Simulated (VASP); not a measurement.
# CdGe3 (I4/mmm) in VASP: notebook, part 2 of 2

VASP 6.6.1.

### Step 3. Single point, PBE

This run uses another cell than the first one, of 19.99 Å³/atom, 1.021 times its volume.

INCAR

```
PREC = Accurate
ENCUT = 520
EDIFF = 1E-6
ISMEAR = -1
SIGMA = 0.05
LREAL = False
LASPH = True
NELM = 80
ALGO = Normal
ISIF = 2
LWAVE = False
LCHARG = False
GGA = PE
NBANDS = 35
```

KPOINTS

```
regular mesh
0
Gamma
  9 9 9
```

POSCAR

```
CdGe3
1.0
   -2.0860839560      2.0860839560      4.5937915282
    2.0860839560     -2.0860839560      4.5937915282
    2.0860839560      2.0860839560     -4.5937915282
Cd Ge
1 3
Direct
    0.0000000000      0.0000000000      0.0000000000
    0.5000000000      0.5000000000      0.0000000000
    0.2500000000      0.7500000000      0.5000000000
    0.7500000000      0.2500000000      0.5000000000
```

Potentials or basis: VASP PAW PBE potentials, release 64 (Cd, Ge_d).

Started as:

```
$ cat potpaw_PBE.64/Cd/POTCAR potpaw_PBE.64/Ge_d/POTCAR > POTCAR
$ mpirun -np 1 vasp_std > vasp.out
```

Wall time 2.8 min (1 thread of Intel Xeon 6975P-C (Granite Rapids), shared host); peak memory 0.35 GiB.

The run converged. Its results:

```
Free energy            : -13.1322 eV
Pressure               : 2.1 GPa
Band gap on the k mesh : zero (band 27 reaches 7.58 eV, above the bottom of band 28 at 3.67 eV)
```

Stress tensor (GPa, compression positive):
```
1.74 0.00 0.00
0.00 1.74 0.00
0.00 0.00 2.90
```

Levels at points of the mesh, in eV from the Fermi level:
```tsv
k point	band 25	band 26	band 27	band 28	band 29	band 30
(0.00, 0.00, 0.00)	-1.65	-1.65	-0.79	-0.79	0.06	0.99
```

### Step 4. Single point, PBE

This run uses another cell than the first one, of 20.41 Å³/atom, 1.043 times its volume.

INCAR

```
PREC = Accurate
ENCUT = 520
EDIFF = 1E-6
ISMEAR = -1
SIGMA = 0.05
LREAL = False
LASPH = True
NELM = 60
ALGO = Normal
ISIF = 2
LWAVE = False
LCHARG = True
GGA = PE
LELF = True
LVHAR = True
NBANDS = 35
```

KPOINTS

```
Automatic mesh
0
Gamma
  9 9 9
```

POSCAR

```
CdGe3
1.0
   -2.1004711965      2.1004711965      4.6254738502
    2.1004711965     -2.1004711965      4.6254738502
    2.1004711965      2.1004711965     -4.6254738502
Cd Ge
1 3
Direct
    0.0000000000      0.0000000000      0.0000000000
    0.5000000000      0.5000000000      0.0000000000
    0.2500000000      0.7500000000      0.5000000000
    0.7500000000      0.2500000000      0.5000000000
```

Started as:

```
$ cat potpaw_PBE.64/Cd/POTCAR potpaw_PBE.64/Ge_d/POTCAR > POTCAR
$ mpirun -np 1 vasp_std > vasp.out
```

Wall time 2.7 min (1 thread of Intel Xeon 6975P-C (Granite Rapids), shared host); peak memory 0.36 GiB.

It converged, with:

```
Free energy            : -13.1468 eV
Pressure               : 0.8 GPa
Band gap on the k mesh : zero (band 27 reaches 7.34 eV, above the bottom of band 28 at 3.51 eV)
```

Stress tensor (GPa, compression positive):
```
0.38 0.00 0.00
0.00 0.38 0.00
0.00 0.00 1.49
```

Levels at points of the mesh, in eV from the Fermi level:
```
           k point  band 25  band 26  band 27  band 28  band 29  band 30
(0.00, 0.00, 0.00)    -1.61    -1.61    -0.75    -0.75     0.01     0.99
```

### Step 5. Single point, PBE

This run uses another cell than the first one, of 20.82 Å³/atom, 1.064 times its volume.

INCAR

```
PREC = Accurate
ENCUT = 520
EDIFF = 1E-7
ISMEAR = -1
SIGMA = 0.05
LREAL = False
LASPH = True
NELM = 80
ALGO = Normal
ISIF = 2
LWAVE = False
LCHARG = False
GGA = PE
NBANDS = 35
```

KPOINTS

```
regular mesh
0
Gamma
  9 9 9
```

POSCAR

```
CdGe3
1.0
   -2.1146640000      2.1146640000      4.6567280000
    2.1146640000     -2.1146640000      4.6567280000
    2.1146640000      2.1146640000     -4.6567280000
Cd Ge
1 3
Direct
    0.0000000000      0.0000000000      0.0000000000
    0.5000000000      0.5000000000      0.0000000000
    0.2500000000      0.7500000000      0.5000000000
    0.7500000000      0.2500000000      0.5000000000
```

Potentials or basis: VASP PAW PBE potentials, release 64 (Cd, Ge_d).

Started as:

```
$ cat potpaw_PBE.64/Cd/POTCAR potpaw_PBE.64/Ge_d/POTCAR > POTCAR
$ mpirun -np 1 vasp_std > vasp.out
```

OUTCAR:

```text
PREC = Accurate
   ENCUT = 520
   EDIFF = 1E-7
   ISMEAR = -1
   LREAL = False
   LASPH = True
   NELM = 80
   ISIF = 2
   GGA = PE

 ion  position               nearest neighbor table
   1  0.000  0.000  0.000-   2 2.99   2 2.99   2 2.99   2 2.99   4 3.15   3 3.15   4 3.15   3 3.15
                             4 3.15   4 3.15   3 3.15   3 3.15
   2  0.500  0.500  0.000-   1 2.99   1 2.99   1 2.99   1 2.99
   3  0.250  0.750  0.500-   1 3.15   1 3.15   1 3.15   1 3.15
   4  0.750  0.250  0.500-   1 3.15   1 3.15   1 3.15   1 3.15

  LATTYP: Found a body centered tetragonal cell.
 ALAT       =     4.2293280000
 C/A-ratio  =     2.2021124869

  Lattice vectors:

 A1 = (  -2.1146640000,   2.1146640000,   4.6567280000)
 A2 = (   2.1146640000,  -2.1146640000,   4.6567280000)
 A3 = (   2.1146640000,   2.1146640000,  -4.6567280000)

Analysis of symmetry for initial positions (statically):
=====================================================================
 Subroutine PRICEL returns:
 Original cell was already a primitive cell.

 Routine SETGRP: Setting up the symmetry group for a
 body centered tetragonal supercell.
[... 170 lines left out ...]

 E-fermi :   5.1715     XC(G=0): -10.9105

 val. band max:        5.1619879841   @ k =  -0.2222  -0.2222   0.1111
 cond. band min:       5.2041497139   @ k =  -0.3333   0.1111   0.0000
 fundamental gap:      0.0421617298
 Fermi energy:         5.1715010715

 k-point     1 :       0.0000    0.0000    0.0000
  band No.  band energies     occupation
      1     -19.6577      2.00000
      2     -19.6305      2.00000
      3     -19.6190      2.00000
      4     -19.6126      2.00000
      5     -19.6126      2.00000
      6     -19.5957      2.00000
[... 901 lines left out ...]
     34      12.3846      0.00000
     35      14.6304      0.00000

 [... further k-points ...]

------------------------ aborting loop because EDIFF is reached ----------------------------------------

  FORCE on cell =-STRESS in cart. coord.  units (eV):
  Direction    XX          YY          ZZ          XY          YZ          ZX
  --------------------------------------------------------------------------------------
  -------------------------------------------------------------------------------------
  Total       -0.4679541     -0.4679541      0.0810990      0.0000000      0.0000000      0.0000000
  in kB       -9.0009898     -9.0009898      1.5599199      0.0000000      0.0000000      0.0000000
  external PRESSURE =      -5.4806866 kB  Pullay stress =       0.0000000 kB

 VOLUME and BASIS-vectors are now :
 -----------------------------------------------------------------------------
  energy-cutoff  :      520.00
  volume of cell :       83.30
      direct lattice vectors                 reciprocal lattice vectors
    -2.114664000  2.114664000  4.656728000     0.000000000  0.236444182  0.107371528
     2.114664000 -2.114664000  4.656728000     0.236444182  0.000000000  0.107371528
     2.114664000  2.114664000 -4.656728000     0.236444182  0.236444182  0.000000000

 POSITION                                       TOTAL-FORCE (eV/Angst)
 -----------------------------------------------------------------------------------
      0.00000      0.00000      0.00000         0.000000      0.000000     -0.000000
      0.00000      0.00000      4.65673         0.000000      0.000000     -0.000000
      2.11466     -0.00000      2.32836        -0.000000     -0.000000      0.000000
     -0.00000      2.11466      2.32836        -0.000000     -0.000000     -0.000000
 -----------------------------------------------------------------------------------
    total drift:                               -0.000000     -0.000000      0.000000

  FREE ENERGIE OF THE ION-ELECTRON SYSTEM (eV)
  ---------------------------------------------------
  free  energy   TOTEN  =       -13.1479698016 eV

  energy  without entropy=      -13.1307354446  energy(sigma->0) =      -13.13935262
```

OSZICAR:

```text
N       E                     dE             d eps       ncg     rms          rms(c)
DAV:   1     0.490605863840E+03    0.49061E+03   -0.26772E+04  6413   0.405E+03
DAV:   2     0.659097718071E+02   -0.42470E+03   -0.41336E+03  5258   0.814E+02
DAV:   3    -0.967796491161E+01   -0.75588E+02   -0.74721E+02  5793   0.203E+02
DAV:   4    -0.133436098014E+02   -0.36656E+01   -0.36451E+01  6112   0.489E+01
DAV:   5    -0.134140201990E+02   -0.70410E-01   -0.70386E-01  5691   0.781E+00    0.399E+00
DAV:   6    -0.131669855784E+02    0.24703E+00   -0.61414E-01  6248   0.747E+00    0.385E+00
DAV:   7    -0.131520264877E+02    0.14959E-01   -0.13766E-01  6047   0.373E+00    0.205E+00
DAV:   8    -0.131487304942E+02    0.32960E-02   -0.27692E-02  6019   0.177E+00    0.214E-01
DAV:   9    -0.131480350775E+02    0.69542E-03   -0.56684E-03  5785   0.117E+00    0.569E-02
DAV:  10    -0.131479911556E+02    0.43922E-04   -0.74623E-04  5687   0.338E-01    0.296E-02
DAV:  11    -0.131479771398E+02    0.14016E-04   -0.69050E-05  6220   0.803E-02    0.211E-02
DAV:  12    -0.131479725332E+02    0.46067E-05   -0.11198E-05  6352   0.515E-02    0.151E-02
DAV:  13    -0.131479691514E+02    0.33818E-05   -0.19589E-05  5950   0.577E-02    0.443E-03
DAV:  14    -0.131479697434E+02   -0.59195E-06   -0.45352E-06  5854   0.188E-02    0.824E-04
DAV:  15    -0.131479698016E+02   -0.58270E-07   -0.59545E-07  4482   0.132E-02
   1 F= -.13147970E+02 E0= -.13139353E+02  d E =-.172344E-01
```

Wall time 2.6 min (1 thread of Intel Xeon 6975P-C (Granite Rapids), shared host); peak memory 0.35 GiB.

Results:

| Quantity | Value |
| --- | --- |
| Free energy | -13.1480 eV |
| Pressure | -0.5 GPa |
| Band gap on the k mesh | zero (band 27 reaches 7.10 eV, above the bottom of band 28 at 3.37 eV) |

Stress tensor (GPa, compression positive):
```
-0.90  0.00  0.00
 0.00 -0.90  0.00
 0.00  0.00  0.16
```

Levels at points of the mesh, in eV from the Fermi level:
| k point | band 24 | band 25 | band 26 | band 27 | band 28 | band 29 | band 30 | band 31 |
| --- | --- | --- | --- | --- | --- | --- | --- | --- |
| (0.00, 0.00, 0.00) | -4.00 | -1.57 | -1.57 | -0.71 | -0.71 | -0.05 | 0.99 | 1.33 |

### Step 6. Single point, PBE

This run uses another cell than the first one, of 20.82 Å³/atom, 1.064 times its volume.

INCAR

```
SYSTEM = CdGe3
ALGO = Normal
EDIFF = 1E-6
ENCUT = 520
GGA = PE
ISIF = 2
ISMEAR = -1
LASPH = .TRUE.
LCHARG = .FALSE.
LREAL = .FALSE.
LWAVE = .FALSE.
NBANDS = 35
NELM = 60
PREC = Accurate
SIGMA = 0.05
```

KPOINTS

```
k-points
0
G
  9 9 9
  0 0 0
```

POSCAR is that of step 5.

Potentials or basis: VASP PAW PBE potentials, release 64 (Cd, Ge_d).

Started as:

```
$ cat potpaw_PBE.64/Cd/POTCAR potpaw_PBE.64/Ge_d/POTCAR > POTCAR
$ mpirun -np 1 vasp_std > vasp.out
```

Run time: 2.4 min. Hardware: 1 thread of Intel Xeon 6975P-C (Granite Rapids), shared host; peak memory 0.36 GiB.

The run converged. Its results:

- Free energy: -13.1480 eV
- Pressure: -0.5 GPa
- Band gap on the k mesh: zero (band 27 reaches 7.10 eV, above the bottom of band 28 at 3.37 eV)

Stress tensor (GPa, compression positive):
```
-0.81  0.00  0.00
 0.00 -0.81  0.00
 0.00  0.00  0.25
```

Levels at points of the mesh, in eV from the Fermi level:
```
           k point  band 25  band 26  band 27  band 28  band 29  band 30
(0.00, 0.00, 0.00)    -1.57    -1.57    -0.71    -0.71    -0.05     0.99
```

### Step 7. Overview

```csv
cell,gap on the mesh (eV),pressure (GPa)
"a = 5.421 Å, angles 135.1, 135.1, 65.4°, 4 atoms",none,3.6
"a = 5.460 Å, angles 135.1, 135.1, 65.4°, 4 atoms",none,2.1
"a = 5.497 Å, angles 135.1, 135.1, 65.4°, 4 atoms",none,0.8
"a = 5.534 Å, angles 135.1, 135.1, 65.4°, 4 atoms",none,-0.5
```

Alike in all rows: task single point; level PBE; potentials or basis VASP PAW PBE potentials, release 64 (Cd, Ge_d); no spin polarisation; k mesh 9 × 9 × 9; cutoff (eV) 520; smearing fermi-dirac 0.05 eV.

Absolute energies hang on the potentials; compare differences alone.
